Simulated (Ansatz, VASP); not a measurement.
# MgGe2: VASP beside Ansatz

Contents of INCAR:

```
SYSTEM = MgGe2
ALGO = Normal
EDIFF = 1E-6
ENCUT = 520
GGA = PS
ISIF = 2
ISMEAR = -1
LASPH = .True.
LCHARG = .True.
LELF = .True.
LREAL = .False.
LVHAR = .True.
LWAVE = .False.
NBANDS = 39
NELM = 80
PREC = Accurate
SIGMA = 0.05
```

File KPOINTS:

```
k-points
0
Gamma
  8 8 5
  0 0 0
```

Contents of POSCAR:

```
MgGe2
1.0
    5.4844269371     -1.8374305521      0.0000000000
    5.4844269371      1.8374305521      0.0000000000
   -3.1960295507      0.0000000000      5.9674521542
Ge Mg
4 2
Direct
    0.5292340000      0.5292340000      0.2936210000
    0.4707660000      0.4707660000      0.7063790000
    0.8803900000      0.8803900000      0.9854400000
    0.1196100000      0.1196100000      0.0145600000
    0.8152860000      0.8152860000      0.3492530000
    0.1847140000      0.1847140000      0.6507470000
```

File input.yaml:

```yaml
crystal:
  lattice:
    - [5.4844269371, -1.8374305521, 0.0]
    - [5.4844269371, 1.8374305521, 0.0]
    - [-3.1960295507, 0.0, 5.9674521542]
  atoms:
    - { symbol: Ge, position: [0.529234, 0.529234, 0.293621] }
    - { symbol: Ge, position: [0.470766, 0.470766, 0.706379] }
    - { symbol: Ge, position: [0.88039, 0.88039, 0.98544] }
    - { symbol: Ge, position: [0.11961, 0.11961, 0.01456] }
    - { symbol: Mg, position: [0.815286, 0.815286, 0.349253] }
    - { symbol: Mg, position: [0.184714, 0.184714, 0.650747] }
hamiltonian:
  xc: pbesol
  pseudopotentials: { kind: paw }
kpoints:
  mp_grid: { grid: [8, 8, 5] }
scf:
  occupations: { method: fermi_dirac, width: 0.05 }
output:
  forces: true
  stress: true
  eigenvalues: true
```

Alike in both runs: task single point; functional PBEsol; k mesh 8 × 8 × 5; occupations fermi-dirac, width 0.05 eV; no spin polarisation.

|  | VASP | Ansatz |
| --- | --- | --- |
| version | VASP 6.6.1 | Ansatz 0.2.0 |
| potentials or method | VASP PAW PBE potentials, release 64 (Ge_d, Mg) | Ansatz PAW |
| plane-wave cutoff (eV) | 520 | 420 |
| valence electrons in the cell | 60 | 76 |

VASP gave:

* gap on the k mesh at the Fermi level (eV): none
* pressure (GPa): -1.7
* traceless stress, the component that is largest in VASP (GPa): 0.54
* rms of the force components (eV/Å): 0.051

**Question.** Which values does Ansatz return?

**Answer.** gap on the k mesh at the Fermi level (eV): none; pressure (GPa): -1.7; traceless stress, the component that is largest in VASP (GPa): 0.54; rms of the force components (eV/Å): 0.053.

VASP's potentials were made for PBE, not for PBEsol. Atom by atom the forces differ by 0.005 eV/Å (rms over components). A gap of «none» marks a metal or a gap that the smearing closes. The functional is the same, so the differences come from potentials, cutoffs and numerics. VASP's potentials hold 60 valence electrons a cell and Ansatz's 76, so a difference there can come from the potentials and not from the codes.
